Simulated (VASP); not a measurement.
A run of VASP 6.6.1:

File INCAR:

```
PREC     = Accurate       # precision mode
ENCUT    = 500            # plane-wave cutoff, eV
EDIFF    = 1E-6           # SCF threshold, eV
ISMEAR   = 0              # smearing method
SIGMA    = 0.1            # smearing width, eV
LREAL    = F              # projectors in reciprocal space
LASPH    = T              # aspherical terms in the spheres
NELM     = 120            # most SCF steps
ALGO     = Normal         # electronic algorithm
ISIF     = 2              # what is computed and relaxed
LWAVE    = F              # write WAVECAR
LCHARG   = T              # write CHGCAR
GGA      = PS             # functional
LELF     = T              # ELF
LVHAR    = T            
NBANDS   = 12             # bands
GGA_COMPAT= F
```

The input KPOINTS:

```
regular mesh
0
Gamma
  8 8 8
```

Contents of POSCAR:

```
Zr
1.0
   -1.7908472709      1.7908472709      1.7908472709
    1.7908472709     -1.7908472709      1.7908472709
    1.7908472709      1.7908472709     -1.7908472709
Zr
1
Direct
    0.0000000000      0.0000000000      0.0000000000
```

Potentials or basis: VASP PAW PBE potentials, release 64 (Zr_sv).

The run is started by

```sh
$ cat potpaw_PBE.64/Zr_sv/POTCAR > POTCAR
$ mpirun -np 1 vasp_std > vasp.out
```

Hardware: 1 thread of Intel(R) Xeon(R) Platinum 8488C (Sapphire Rapids), with other jobs on the host.

Task: How long does it take, and how much memory?

Result: Run time: 5 s on 1 thread of Intel(R) Xeon(R) Platinum 8488C (Sapphire Rapids), with other jobs on the host, peak memory 0.13 GiB. Counts: scf iterations 12, k points 29.
